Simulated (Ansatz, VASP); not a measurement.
# One calculation of MnPbO3, two programs

```
Mn Pb O
1.0
     3.91463    0.00000    0.00000
     0.00000    3.91463    0.00000
     0.00000    0.00000    3.91463
Mn Pb O
1 1 3
Cartesian
  1.9573 1.9573 1.9573
  0.0000 0.0000 0.0000
  0.0000 1.9573 1.9573
  1.9573 0.0000 1.9573
  1.9573 1.9573 0.0000
```

Alike in both runs: task single point; functional LDA; k mesh 6 × 6 × 6; occupations fermi-dirac, width 0.1 eV; collinear spin; Hubbard terms Mn d U = 3.0 eV.

|  | VASP | Ansatz |
| --- | --- | --- |
| version | VASP 6.6.1 | Ansatz 0.2.0 |
| potentials or method | VASP PAW LDA potentials, release 64 (Mn_pv, Pb_d, O), cutoff 520 eV | plane waves, PAW |
| valence electrons in the cell | 45 | 47 |

Ansatz gave:

```
gap on the k mesh at the Fermi level (eV)                     : none
net moment per atom (μB)                                      : 0.61
size of the moment on the site where the two differ most (μB) : 2.95
```

Which values does VASP return?

gap on the k mesh at the Fermi level (eV): none; net moment per atom (μB): 0.61; size of the moment on the site where the two differ most (μB): 3.23.

LDA's correlation is that of Perdew and Zunger in VASP and of Perdew and Wang (1992) in Ansatz. Site moments also hang on the region over which each program counts them. The programs project onto different local orbitals, so the same U acts differently, and such runs can settle in different states. A gap of «none» marks a metal or a gap that the smearing closes. VASP's potentials hold 45 valence electrons a cell and Ansatz's 47, so a difference there can come from the potentials and not from the codes. Ansatz's warnings: filled band counts differ across k points, given moment on shells.

Neither program's run includes spin-orbit coupling.
